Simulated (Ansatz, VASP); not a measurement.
## CdS: VASP beside Ansatz

File INCAR:

```
SYSTEM = CdS
PREC = Accurate
ENCUT = 520
EDIFF = 1E-7
ISMEAR = 0
SIGMA = 0.02
LREAL = .False.
LASPH = .True.
NELM = 80
ALGO = Normal
ISIF = 2
LWAVE = .False.
LCHARG = .True.
GGA = PE
LELF = .True.
LVHAR = .True.
NBANDS = 16
```

Contents of KPOINTS:

```
Automatic mesh
0
Gamma
  9 9 6
  0 0 0
```

POSCAR

```
CdS
1.0
    4.2611695877      0.0000000000      0.0000000000
   -2.1305847939      3.6902811128      0.0000000000
    0.0000000000      0.0000000000      5.8041729400
Cd S
1 1
Direct
    0.0352016030      0.0000000000      0.4426919200
    0.6666666700      0.3333333300      0.4343080800
```

Input for Ansatz:

```yaml
crystal:
  lattice:
    - [4.2611695877, 0.0, 0.0]
    - [-2.1305847939, 3.6902811128, 0.0]
    - [0.0, 0.0, 5.80417294]
  atoms:
    - { symbol: Cd, position: [0.035201603, 0.0, 0.44269192] }
    - { symbol: S, position: [0.66666667, 0.33333333, 0.43430808] }
basis:
  ecutwfc: 420
kpoints:
  mp_grid: { grid: [9, 9, 6] }
hamiltonian:
  xc: pbe
scf:
  occupations: { method: gaussian, width: 0.02 }
output:
  forces: true
  stress: true
  eigenvalues: true
```

Change from the starting cell: one atom moved.

Alike in both runs: task single point; functional PBE; k mesh 9 × 9 × 6; occupations gaussian, width 0.02 eV; no spin polarisation.

|  | VASP | Ansatz |
| --- | --- | --- |
| version | VASP 6.6.1 | Ansatz 0.2.0 |
| potentials or method | VASP PAW PBE potentials, release 64 (Cd, S), cutoff 520 eV | scalar-relativistic, plane waves, PAW |
| valence electrons in the cell | 18 | 26 |

```tsv
	VASP	Ansatz	Ansatz less VASP
gap on the k mesh at the Fermi level (eV)	1.29	1.29	-0.005
least direct gap on the mesh (eV)	1.30	1.29	-0.005
pressure (GPa)	0.4	0.2	-0.19
traceless stress, the component that is largest in VASP (GPa)	2.39	2.30	-0.088
rms of the force components (eV/Å)	0.713	0.692	-0.0218
```

Atom by atom the forces differ by 0.022 eV/Å (rms over components). VASP's potentials hold 18 valence electrons a cell and Ansatz's 26, so a difference there can come from the potentials and not from the codes.
